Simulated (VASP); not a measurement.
# SiO2: single point with LDA

The system is SiO2.

```
CELL_PARAMETERS angstrom
4.04093 0.00000 0.00000
0.00000 4.04093 0.00000
0.00000 0.00000 2.99392
ATOMIC_POSITIONS crystal
Si 0.50000 0.50000 0.50000
Si 0.00000 0.00000 0.00000
O 0.69443 0.69443 0.00000
O 0.19443 0.80557 0.50000
O 0.30557 0.30557 0.00000
O 0.80557 0.19443 0.50000
```

This cell differs from its parent crystal: volume 8.148 Å^3 an atom, c/a of the conventional cell 0.7409.

```yaml
Program: VASP 6.6.1
Task: single point
Functional: LDA
Potentials_or_basis: VASP PAW LDA potentials, release 64 (Si, O)
Cutoff: 520 eV
k_mesh: 6 × 6 × 10
Occupations: gaussian, width 0.05 eV
Spin: no spin polarisation
Dipole_correction: no
Further_INCAR_settings: ALGO = Normal; EDIFF = 1e-06; NBANDS = 25
```

```
Pressure               : -18.7 GPa
Largest force          : 0.609 eV/Å
Band gap on the k mesh : 4.19 eV, direct
```

Forces on the atoms (eV/Å):
```
Si   0.000  0.000  0.000
Si   0.000  0.000  0.000
O    0.431  0.431  0.000
O    0.431 -0.431  0.000
O   -0.431 -0.431  0.000
O   -0.431  0.431  0.000
```

Stress tensor (GPa, compression positive):
```
 -1.03   0.00   0.00
  0.00  -1.03   0.00
  0.00   0.00 -54.18
```

Levels at points of the mesh, in eV from the valence-band top:
```
           k point  band 13  band 14  band 15  band 16  band 17  band 18  band 19  band 20
(0.00, 0.00, 0.00)    -2.58    -0.59    -0.59     0.00     4.19     4.64     6.23     6.23
(0.50, 0.00, 0.00)    -2.69    -2.69    -0.81    -0.81     6.11     6.11     7.10     7.10
(0.50, 0.50, 0.00)    -2.93    -2.93    -1.48    -1.48     5.76     5.76     8.36     8.36
(0.00, 0.00, 0.50)    -3.13    -3.13    -2.18    -2.18     8.50     8.50    11.42    11.42
(0.50, 0.00, 0.50)    -1.67    -1.67    -1.34    -1.34     8.42     8.42    10.55    10.55
(0.50, 0.50, 0.50)    -1.11    -1.11    -1.09    -1.09     6.85     6.85    11.13    11.13
```

Wall time 36 s on 1 thread of AMD EPYC 7R13 Processor (Zen 3), with other jobs on the host, peak memory 0.14 GiB.
